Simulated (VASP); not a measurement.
# Ir (Pm-3n) in VASP: notebook

Ir is run at these levels: r2SCAN; tasks: single point.

Everything below comes from runs of VASP 6.6.1. Logs are shortened: lines on timing, memory, paths and dates and some standing lists are left out, and cuts for length are marked.

## (1) The cell of the first run

It takes space group Pm-3n (No. 223, cubic). The conventional cell has a = 4.908 Å, b = 4.908 Å, c = 4.908 Å, α = 90.00°, β = 90.00°, γ = 90.00°. Within 3.6 Å of Ir (site symmetry m-3) lie 12 Ir at 2.74 Å. Within 3.2 Å of Ir (site symmetry -4m2) lie 14 Ir at 2.45 to 3.01 Å.

## (2) Single point, r2SCAN

Contents of POSCAR:

```
Ir
1.0
    4.9081450253      0.0000000000      0.0000000000
    0.0000000000      4.9081450253      0.0000000000
    0.0000000000      0.0000000000      4.9081450253
Ir
8
Direct
    0.5000000000      0.5000000000      0.5000000000
    0.0000000000      0.0000000000      0.0000000000
    0.2500000000      0.0000000000      0.5000000000
    0.5000000000      0.2500000000      0.0000000000
    0.5000000000      0.7500000000      0.0000000000
    0.7500000000      0.0000000000      0.5000000000
    0.0000000000      0.5000000000      0.7500000000
    0.0000000000      0.5000000000      0.2500000000
```

Contents of INCAR.step1:

```
ALGO = Normal
EDIFF = 1E-4
ENCUT = 520
GGA = PE
ISMEAR = 0
LASPH = True
LCHARG = False
LREAL = False
LWAVE = True
NBANDS = 46
NELM = 100
PREC = Accurate
SIGMA = 0.1
```

Contents of INCAR.step2:

```
ALGO = Normal
EDIFF = 1E-7
ENCUT = 520
ISIF = 2
ISMEAR = 0
ISTART = 1
LASPH = True
LCHARG = False
LMIXTAU = True
LREAL = False
LWAVE = False
METAGGA = R2SCAN
NBANDS = 46
NELM = 100
PREC = Accurate
SIGMA = 0.1
```

Contents of KPOINTS:

```
k-points
0
Gamma
  8 8 8
```

Potentials or basis: VASP PAW PBE potentials, release 64 (Ir).

Started as:

```bash
> cat potpaw_PBE.64/Ir/POTCAR > POTCAR
> cp INCAR.step1 INCAR
> mpirun -np 1 vasp_std > vasp.out
> cp INCAR.step2 INCAR
> mpirun -np 1 vasp_std > vasp.out
```

OUTCAR:

```text
EDIFF = 1E-7
   ENCUT = 520
   ISIF = 2
   ISMEAR = 0
   ISTART = 1
   LASPH = True
   LREAL = False
   METAGGA = R2SCAN
   NELM = 100
   PREC = Accurate

 ion  position               nearest neighbor table
   1  0.500  0.500  0.500-   3 2.74   4 2.74   5 2.74   6 2.74   7 2.74   8 2.74   4 2.74   5 2.74
                             3 2.74   6 2.74   7 2.74   8 2.74
   2  0.000  0.000  0.000-   3 2.74   4 2.74   5 2.74   6 2.74   7 2.74   8 2.74   3 2.74   6 2.74
                             7 2.74   8 2.74   4 2.74   5 2.74
   3  0.250  0.000  0.500-   6 2.45   6 2.45   1 2.74   2 2.74   1 2.74   2 2.74   8 3.01   5 3.01
                             4 3.01   5 3.01   4 3.01   7 3.01   8 3.01   7 3.01
   4  0.500  0.250  0.000-   5 2.45   5 2.45   1 2.74   1 2.74   2 2.74   2 2.74   8 3.01   3 3.01
                             3 3.01   6 3.01   6 3.01   7 3.01   7 3.01   8 3.01
   5  0.500  0.750  0.000-   4 2.45   4 2.45   1 2.74   1 2.74   2 2.74   2 2.74   8 3.01   3 3.01
                             3 3.01   6 3.01   6 3.01   7 3.01   7 3.01   8 3.01
   6  0.750  0.000  0.500-   3 2.45   3 2.45   1 2.74   2 2.74   1 2.74   2 2.74   8 3.01   4 3.01
                             4 3.01   5 3.01   5 3.01   7 3.01   8 3.01   7 3.01
   7  0.000  0.500  0.750-   8 2.45   8 2.45   1 2.74   2 2.74   2 2.74   1 2.74   3 3.01   4 3.01
                             5 3.01   3 3.01   6 3.01   6 3.01   4 3.01   5 3.01
   8  0.000  0.500  0.250-   7 2.45   7 2.45   1 2.74   2 2.74   2 2.74   1 2.74   3 3.01   4 3.01
                             5 3.01   3 3.01   6 3.01   6 3.01   4 3.01   5 3.01

  LATTYP: Found a simple cubic cell.
 ALAT       =     4.9081450253

  Lattice vectors:

 A1 = (   4.9081450253,   0.0000000000,   0.0000000000)
 A2 = (   0.0000000000,   4.9081450253,   0.0000000000)
 A3 = (   0.0000000000,   0.0000000000,   4.9081450253)

Analysis of symmetry for initial positions (statically):
=====================================================================
 Subroutine PRICEL returns:
 Original cell was already a primitive cell.

 Routine SETGRP: Setting up the symmetry group for a
 simple cubic supercell.

 Subroutine GETGRP returns: Found 48 space group operations
 (whereof 24 operations were pure point group operations)
 out of a pool of 48 trial point group operations.

The static configuration has the point symmetry T_h .
 The point group associated with its full space group is O_h .

Analysis of symmetry for dynamics (positions and initial velocities):
=====================================================================
 Subroutine PRICEL returns:
 Original cell was already a primitive cell.

 Routine SETGRP: Setting up the symmetry group for a
 simple cubic supercell.

 Subroutine GETGRP returns: Found 48 space group operations
 (whereof 24 operations were pure point group operations)
 out of a pool of 48 trial point group operations.

The dynamic configuration has the point symmetry T_h .
 The point group associated with its full space group is O_h .

 Subroutine INISYM returns: Found 48 space group operations
 (whereof 24 operations are pure point group operations),
 and found     1 'primitive' translations

----------------------------------------------------------------------------------------

                                     Primitive cell

  volume of cell :     118.2367

  direct lattice vectors                    reciprocal lattice vectors
     4.908145025  0.000000000  0.000000000     0.203742961  0.000000000  0.000000000
     0.000000000  4.908145025  0.000000000     0.000000000  0.203742961  0.000000000
     0.000000000  0.000000000  4.908145025     0.000000000  0.000000000  0.203742961

  length of vectors
     4.908145025  4.908145025  4.908145025     0.203742961  0.203742961  0.203742961

  position of ions in fractional coordinates (direct lattice)
     0.500000000  0.500000000  0.500000000
     0.000000000  0.000000000  0.000000000
     0.250000000  0.000000000  0.500000000
     0.500000000  0.250000000  0.000000000
     0.500000000  0.750000000  0.000000000
     0.750000000  0.000000000  0.500000000
     0.000000000  0.500000000  0.750000000
     0.000000000  0.500000000  0.250000000

  ion indices of the primitive-cell ions
   primitive index   ion index
                 1           1
                 2           2
                 3           3
                 4           4
                 5           5
                 6           6
                 7           7
                 8           8

----------------------------------------------------------------------------------------

 KPOINTS: k-points

Automatic generation of k-mesh.
 Grid dimensions read from file:
 generate k-points for:    8    8    8

 Generating k-lattice:

  Cartesian coordinates                     Fractional coordinates (reciprocal lattice)
     0.025467870  0.000000000  0.000000000     0.125000000  0.000000000  0.000000000
     0.000000000  0.025467870  0.000000000     0.000000000  0.125000000  0.000000000
     0.000000000  0.000000000  0.025467870     0.000000000  0.000000000  0.125000000

  Length of vectors
     0.025467870  0.025467870  0.025467870

  Shift w.r.t. Gamma in fractional coordinates (k-lattice)
     0.000000000  0.000000000  0.000000000

 Subroutine IBZKPT returns following result:
 ===========================================

 Found     35 irreducible k-points:

 Following reciprocal coordinates:
            Coordinates               Weight
  0.000000  0.000000  0.000000      1.000000
  0.125000  0.000000  0.000000      6.000000
  0.250000  0.000000  0.000000      6.000000
  0.375000  0.000000  0.000000      6.000000
  0.500000  0.000000  0.000000      3.000000
  0.125000  0.125000  0.000000     12.000000
[... 16 lines left out ...]
  0.375000  0.375000  0.125000     24.000000
  0.500000  0.375000  0.125000     24.000000
 [... further k-points ...]
   k-points           NKPTS =     35   k-points in BZ     NKDIM =     35   number of bands    NBANDS=     46
   number of dos      NEDOS =    301   number of ions     NIONS =      8
   total plane-waves  NPLWV =  64000
   dimension x,y,z NGX =    40 NGY =   40 NGZ =   40
   dimension x,y,z NGXF=    80 NGYF=   80 NGZF=   80
   ions per type =               8
   NGX,Y,Z   is equivalent  to a cutoff of  13.55, 13.55, 13.55 a.u.
   NGXF,Y,Z  is equivalent  to a cutoff of  27.10, 27.10, 27.10 a.u.
 SYSTEM =  unknown system
   PREC   = accura    normal or accurate (medium, high low for compatibility)
   ISTART =      1    job   : 0-new  1-cont  2-samecut
   ICHARG =      0    charge: 1-file 2-atom 10-const
   ISPIN  =      1    spin polarized calculation?
   LNONCOLLINEAR =      F non collinear calculations
   LSORBIT =      F    spin-orbit coupling
   LASPH  =      T    aspherical Exc in radial PAW
   ENCUT  =  520.0 eV  38.22 Ry    6.18 a.u.   9.13  9.13  9.13*2*pi/ulx,y,z
   NELM   =    100;   NELMIN=  2; NELMDL=  0     # of ELM steps
   EDIFF  = 0.1E-06   stopping-criterion for ELM
   LREAL  =      F    real-space projection
   EDIFFG = 0.1E-05   stopping-criterion for IOM
   NSW    =      0    number of steps for IOM
   IBRION =     -1    ionic relax: 0-MD 1-quasi-New 2-CG
   NFREE  =      0    steps in history (QN), initial steepest desc. (CG)
   ISIF   =      2    stress and relaxation
   ISYM   =      2    0-nonsym 1-usesym 2-fastsym
   POTIM  = 0.5000    time-step for ionic-motion
   TEBEG  =    0.0;   TEEND  =   0.0 temperature during run
   PSTRESS=    0.0 pullay stress
   NELECT =      72.0000    total number of electrons
   NUPDOWN=      -1.0000    fix difference up-down
   EMIN   =  10.00;   EMAX   =-10.00  energy-range for DOS
   EFERMI =   0.00;   METHOD = LEGACY
   ISMEAR =     0;   SIGMA  =   0.10  broadening in eV -4-tet -1-fermi 0-gaus
   EFERMI_NEDOS =   21; number of points for ismear=-14 and -15
   IALGO  =     38    algorithm
   IMIX   =      4    mixing-type and parameters
     AMIX     =   0.40;   BMIX     =  1.00
     AMIX_MAG =   1.60;   BMIX_MAG =  1.00
  volume/ion in A,a.u.               =      14.78        99.74
  Fermi-wavevector in a.u.,A,eV,Ry     =   1.387613  2.622208 26.197597  1.925469
  Thomas-Fermi vector in A             =   2.511817
   LORBIT       =      0    0 simple, 1 ext, 2 COOP (PROOUT), +10 PAW based schemes
   METAGGA = R2SCAN    functional components
   LHFCALC =     F    Hartree Fock is set to
   AEXX    =    0.0000 exact exchange contribution
   IVDW    =     0    specifies the selected vdW correction
   LEPSILON=     F    determine dielectric tensor
   LRPA    =     F    only Hartree local field effects (RPA)
 non-spin polarized calculation
 Gauss-broadening in eV      SIGMA  =   0.10
  energy-cutoff  :      520.00
  volume of cell :      118.24
 maximum number of plane-waves:      3218
 NGX is ok and might be reduce to    40
   NGX = 19   NGY = 19   NGZ = 19

 number of electron      71.9999992 magnetization

 Free energy of the ion-electron system (eV)
  ---------------------------------------------------
  ext. energy  EPLUGINS =         0.00000000
  ---------------------------------------------------
  free energy    TOTEN  =      -414.52670897 eV

  energy without entropy =     -414.46199775  energy(sigma->0) =     -414.49435336

 E-fermi :   9.5438     XC(G=0): -14.9948

 val. band max:        9.5301851149   @ k =   0.3750   0.3750   0.0000
 cond. band min:       9.5451526494   @ k =   0.2500   0.1250   0.1250
 fundamental gap:      0.0149675345
 Fermi energy:         9.5437748755

 k-point     1 :       0.0000    0.0000    0.0000
  band No.  band energies     occupation
      1      -1.6219      2.00000
      2       1.2916      2.00000
      3       1.2916      2.00000
      4       2.6700      2.00000
      5       2.9411      2.00000
      6       2.9481      2.00000
[... 38 lines left out ...]
     45      13.9359      0.00000
     46      13.9359      0.00000

 k-point     2 :       0.1250    0.0000    0.0000
  band No.  band energies     occupation
      1      -1.4760      2.00000
      2       1.2520      2.00000
      3       1.4438      2.00000
      4       2.3209      2.00000
      5       2.9685      2.00000
      6       2.9685      2.00000
[... 1070 lines left out ...]
 k-point    24 :       0.5000    0.3750    0.1250
  band No.  band energies     occupation
      1       1.2608      2.00000
      2       1.4841      2.00000
      3       1.9726      2.00000
      4       2.2293      2.00000
      5       2.4178      2.00000
      6       2.4965      2.00000
[... 38 lines left out ...]
     45      12.0394      0.00000
     46      13.4889      0.00000

 [... further k-points ...]
[... 5 lines left out ...]
  --------------------------------------------------------------------------------------
  -------------------------------------------------------------------------------------
  Total        1.7198013      1.7198013      1.7198013      0.0000000      0.0000000      0.0000000
  in kB       23.3043335     23.3043335     23.3043335      0.0000000      0.0000000      0.0000000
  external PRESSURE =      23.3043335 kB  Pullay stress =       0.0000000 kB

 VOLUME and BASIS-vectors are now :
 -----------------------------------------------------------------------------
  energy-cutoff  :      520.00
  volume of cell :      118.24
      direct lattice vectors                 reciprocal lattice vectors
     4.908145025  0.000000000  0.000000000     0.203742961  0.000000000  0.000000000
     0.000000000  4.908145025  0.000000000     0.000000000  0.203742961  0.000000000
     0.000000000  0.000000000  4.908145025     0.000000000  0.000000000  0.203742961

 POSITION                                       TOTAL-FORCE (eV/Angst)
 -----------------------------------------------------------------------------------
      2.45407      2.45407      2.45407        -0.000000     -0.000000      0.000000
      0.00000      0.00000      0.00000        -0.000000     -0.000000      0.000000
      1.22704      0.00000      2.45407        -0.000000      0.000000     -0.000000
      2.45407      1.22704      0.00000         0.000000     -0.000000      0.000000
      2.45407      3.68111      0.00000        -0.000000      0.000000      0.000000
      3.68111      0.00000      2.45407         0.000000     -0.000000     -0.000000
      0.00000      2.45407      3.68111         0.000000     -0.000000      0.000000
      0.00000      2.45407      1.22704        -0.000000      0.000000     -0.000000
 -----------------------------------------------------------------------------------
    total drift:                               -0.000000     -0.000000     -0.000000

  FREE ENERGIE OF THE ION-ELECTRON SYSTEM (eV)
  ---------------------------------------------------
  free  energy   TOTEN  =      -414.5267089670 eV

  energy  without entropy=     -414.4619977458  energy(sigma->0) =     -414.49435336
```

Run time: 11 min. Hardware: 1 thread of Intel Xeon Platinum 8259CL at 2.50GHz (Skylake/Cascade Lake), shared host; peak memory 0.33 GiB.

What came out:

```yaml
Free_energy: -414.5267 eV
Pressure: 2.3 GPa
Band_gap_on_the_k_mesh: zero (band 36 reaches 9.96 eV, above the bottom of band 37 at 9.30 eV)
```

Caveat: the PAW data sets were made with another functional, which shifts forces and pressure a little; spin-orbit coupling is left out, which moves the levels of the heavy elements.

(Part 1 of 2 ends here.)
